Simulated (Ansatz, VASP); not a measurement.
## Li in VASP and in Ansatz

File INCAR:

```
SYSTEM = Li
PREC = Accurate ; ENCUT = 520
EDIFF = 1E-7 ; ISMEAR = 0
SIGMA = 0.15 ; LREAL = .False.
LASPH = .True. ; NELM = 80
ALGO = Fast ; ISIF = 2
LWAVE = .False. ; LCHARG = .False.
GGA = PS ; IVDW = 12
NBANDS = 10
```

Contents of KPOINTS:

```
regular mesh
0
Gamma
  16 16 10
  0 0 0
```

Contents of POSCAR:

```
Li
1.0
    0.0000000000     -2.0954789853     -2.0954789853
    0.0000000000      2.0954789853     -2.0954789853
    4.1909579706      0.0000000000      0.0000000000
Li
2
Direct
    0.7028175911      0.5000000000      0.5000000000
   -0.2028175911      0.0000000000      0.0000000000
```

Input for Ansatz:

```yaml
crystal:
  lattice:
    - [0.0, -2.0954789853, -2.0954789853]
    - [0.0, 2.0954789853, -2.0954789853]
    - [4.1909579706, 0.0, 0.0]
  atoms:
    - { symbol: Li, position: [0.7028175911, 0.5, 0.5] }
    - { symbol: Li, position: [-0.2028175911, 0.0, 0.0] }
basis:
  ecutwfc: 520.0
kpoints:
  mp_grid: { grid: [16, 16, 10] }
hamiltonian:
  xc: pbesol
  pseudopotentials: { kind: paw }
  dispersion: d3bj
scf:
  occupations: { method: gaussian, width: 0.15 }
output:
  forces: true
  stress: true
  eigenvalues: true
```

Change from the starting cell: mode 4 frozen in at -0.425 Å and mode 5 at -0.425 Å (largest displacements).

Alike in both runs: task single point; functional PBEsol; dispersion D3(BJ); k mesh 16 × 16 × 10; occupations gaussian, width 0.15 eV; no spin polarisation.

```csv
,VASP,Ansatz
version,VASP 6.6.1,Ansatz 0.2.0
potentials or method,"VASP PAW PBE potentials, release 64 (Li_sv), cutoff 520 eV","scalar-relativistic, plane waves, PAW"
valence electrons in the cell,6,6
```

|  | VASP | Ansatz | Ansatz less VASP |
| --- | --- | --- | --- |
| gap on the k mesh at the Fermi level (eV) | none | none | - |
| rms of the force components (eV/Å) | 0.129 | 0.129 | -0.0005 |

VASP's potentials were made for PBE, not for PBEsol. Atom by atom the forces differ by 0.000 eV/Å (rms over components). A gap of «none» marks a metal or a gap that the smearing closes.

Noted on VASP's run: the cutoff is short for stress, so the pressure is rough.
